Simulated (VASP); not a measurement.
Re: single point with PBE

Re:

```
CELL_PARAMETERS angstrom
2.76433 0.00000 0.00000
-1.38217 2.39398 0.00000
0.00000 0.00000 8.91072
ATOMIC_POSITIONS crystal
Re 0.00000 0.00000 0.00000
Re 0.33333 0.66667 0.25000
Re 0.00000 0.00000 0.50000
Re 0.66667 0.33333 0.75000
```

```yaml
Program: VASP 6.6.1
Task: single point
Functional: PBE
Potentials_or_basis: VASP PAW PBE potentials, release 64 (Re)
Cutoff: 600 eV
k_mesh: 18 × 18 × 6
Occupations: gaussian, width 0.1 eV
Spin: no spin polarisation
```

```yaml
Pressure: 4.8 GPa
Band_gap_on_the_k_mesh: zero (bands 14 and 15 overlap by 2.54 eV)
```

Levels at points of the mesh, in eV from the Fermi level:
| k point | band 12 | band 13 | band 14 | band 15 | band 16 | band 17 |
| --- | --- | --- | --- | --- | --- | --- |
| (0.00, 0.00, 0.00) | -1.25 | -1.25 | -1.13 | -1.13 | 0.52 | 0.61 |
| (0.50, 0.00, 0.00) | 0.29 | 0.29 | 1.13 | 2.10 | 3.87 | 3.90 |
| (0.00, 0.00, 0.50) | -1.47 | -1.47 | -1.47 | -1.10 | -1.10 | 1.15 |
| (0.50, 0.00, 0.50) | -0.68 | 0.27 | 0.27 | 2.69 | 2.69 | 3.93 |

Run time: 110 s on 1 thread of Intel(R) Xeon(R) 6975P-C (Granite Rapids), on a shared host, peak memory 0.33 GiB.

Caveat: the cell stands under pressure; spin-orbit coupling is left out, which moves the levels of the heavy elements.
